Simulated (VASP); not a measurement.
# Sr8Ti8O23 (a cell with a defect): single point with PBE

The system is Sr8Ti8O23 (a cell with a defect).

```
CELL_PARAMETERS angstrom
0.00000 -7.87285 0.00000
7.87285 0.00000 0.00000
0.00000 0.00000 7.87285
ATOMIC_POSITIONS crystal
Sr 0.99482 0.98812 0.99373
Sr 0.99440 0.98737 0.50560
Sr 0.50678 0.98880 0.99322
Sr 0.50627 0.98812 0.50518
Sr 0.99482 0.51188 0.99373
Sr 0.99440 0.51263 0.50560
Sr 0.50678 0.51120 0.99322
Sr 0.50627 0.51188 0.50518
Ti 0.23943 0.25000 0.26057
Ti 0.25847 0.25000 0.72967
Ti 0.77033 0.25000 0.24153
Ti 0.74985 0.25000 0.75015
Ti 0.25169 0.75000 0.24831
Ti 0.25023 0.75000 0.75077
Ti 0.74923 0.75000 0.24977
Ti 0.74988 0.75000 0.75012
O 0.39673 0.25000 0.10327
O 0.50420 0.25000 0.75086
O 0.00188 0.25000 0.21829
O 0.01058 0.25000 0.75107
O 0.49224 0.75000 0.25534
O 0.49991 0.75000 0.75047
O 0.98710 0.75000 0.25365
O 0.00017 0.75000 0.75221
O 0.28171 0.25000 0.49812
O 0.74893 0.25000 0.48942
O 0.74914 0.25000 0.99580
O 0.24635 0.75000 0.51290
O 0.24466 0.75000 0.00776
O 0.74779 0.75000 0.49983
O 0.74953 0.75000 0.00009
O 0.23420 0.50015 0.26580
O 0.25266 0.49302 0.76980
O 0.73020 0.49302 0.24734
O 0.75317 0.50071 0.74683
O 0.23420 0.99985 0.26580
O 0.25266 0.00698 0.76980
O 0.73020 0.00698 0.24734
O 0.75317 0.99929 0.74683
```

```json
{
 "Program": "VASP 6.6.1",
 "Task": "single point",
 "Functional": "PBE",
 "Potentials or basis": "VASP PAW PBE potentials, release 64 (Sr_sv, Ti_sv, O)",
 "Cutoff": "520 eV",
 "k mesh": "2 × 2 × 2, shifted",
 "Occupations": "gaussian, width 0.02 eV",
 "Spin": "no spin polarisation"
}
```

- Largest force: 0.086 eV/Å

Forces in eV/Å, atoms in the order of the input:
```
Sr   0.015 -0.011 -0.008
Sr   0.021 -0.004 -0.004
Sr  -0.022 -0.009 -0.009
Sr   0.015 -0.008 -0.011
Sr  -0.015 -0.011 -0.008
Sr  -0.021 -0.004 -0.004
Sr   0.022 -0.009 -0.009
Sr  -0.015 -0.008 -0.011
Ti   0.000  0.041  0.041
Ti   0.000  0.026  0.044
Ti   0.000  0.044  0.026
Ti   0.000  0.005  0.005
Ti   0.000  0.040  0.040
Ti   0.000 -0.013  0.069
Ti   0.000  0.069 -0.013
Ti   0.000 -0.005 -0.005
O    0.000 -0.061 -0.061
O    0.000  0.013 -0.001
O    0.000 -0.024  0.005
O    0.000 -0.018  0.008
O    0.000 -0.019  0.003
O    0.000  0.026  0.010
O    0.000 -0.081  0.007
O    0.000 -0.009  0.009
O    0.000  0.005 -0.024
O    0.000  0.008 -0.018
O    0.000 -0.001  0.013
O    0.000  0.007 -0.081
O    0.000  0.003 -0.019
O    0.000  0.009 -0.009
O    0.000  0.010  0.026
O    0.014 -0.006 -0.006
O    0.012 -0.001  0.002
O    0.012  0.002 -0.001
O   -0.003 -0.002 -0.002
O   -0.014 -0.006 -0.006
O   -0.012 -0.001  0.002
O   -0.012  0.002 -0.001
O    0.003 -0.002 -0.002
```

Levels at points of the mesh, in eV from the Fermi level:
| k point | band 153 | band 154 | band 155 | band 156 | band 157 | band 158 | band 159 | band 160 |
| --- | --- | --- | --- | --- | --- | --- | --- | --- |
| (0.25, 0.25, 0.25) | -0.35 | -0.30 | -0.23 | -0.15 | 2.45 | 2.51 | 2.55 | 2.60 |

Run time: 5.3 min on 1 thread of Oxide Virtual Turin-like Processor (shared host), peak memory 0.52 GiB.

Caveat: the cell carries a net charge on a neutralising background, which shifts energy and pressure; the cell is charged against a uniform background, so pressure and absolute levels hang on convention.
